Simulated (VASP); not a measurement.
Co: single point with r2SCAN

The system is Co.

```
Co
1.0
     0.00000    2.61421    2.61421
     2.61421    0.00000    2.61421
     2.61421    2.61421    0.00000
Co
2
Direct
  0.12500 0.12500 0.12500
  0.87500 0.87500 0.87500
```

This isn't the form of Co at room conditions, which is hcp.

```yaml
Program: VASP 6.6.1
Task: single point
Functional: r2SCAN
Potentials_or_basis: VASP PAW PBE potentials, release 64 (Co)
Cutoff: 520 eV
k_mesh: 12 × 12 × 12
Occupations: fermi-dirac, width 0.05 eV
Spin: collinear spin, ferromagnetic start
Starting_moments: "[1.917, 1.917] μB"
Dipole_correction: no
Further_INCAR_settings: ALGO = Normal; EDIFF = 1e-06; NBANDS = 20
```

The pressure is -9.5 GPa, the net moment is 3.77 μB per cell and the site moments are Co +1.92 μB. The valence electrons inside the program's atomic spheres are Co 8.10.

Levels at points of the mesh, in eV from the Fermi level:
Spin up:
```
           k point  band 9  band 10  band 11  band 12  band 13  band 14
(0.00, 0.00, 0.00)   -2.40    -1.73    -1.73    11.41    11.41    11.41
(0.50, 0.00, 0.00)   -1.69    -1.69    -1.43    -0.14     8.28     8.28
(0.50, 0.50, 0.00)   -1.54    -1.54     0.59     0.59     4.32     4.32
```
Spin down:
| k point | band 4 | band 5 | band 6 | band 7 | band 8 | band 9 | band 10 | band 11 |
| --- | --- | --- | --- | --- | --- | --- | --- | --- |
| (0.00, 0.00, 0.00) | -1.82 | -1.44 | -1.44 | 0.07 | 0.07 | 0.07 | 1.56 | 1.56 |
| (0.50, 0.00, 0.00) | -1.71 | -1.52 | -1.39 | -1.39 | 0.68 | 0.68 | 1.15 | 1.15 |
| (0.50, 0.50, 0.00) | -1.81 | -1.63 | -1.63 | 0.12 | 0.12 | 1.26 | 1.26 | 2.41 |

Wall time 4.8 min on 1 thread of AMD EPYC 9R45 96-Core Processor (Zen 5), on a shared host, peak memory 0.2 GiB.

Caveat: the cell stands under tension; the PAW data sets were made with another functional, which shifts forces and pressure a little.
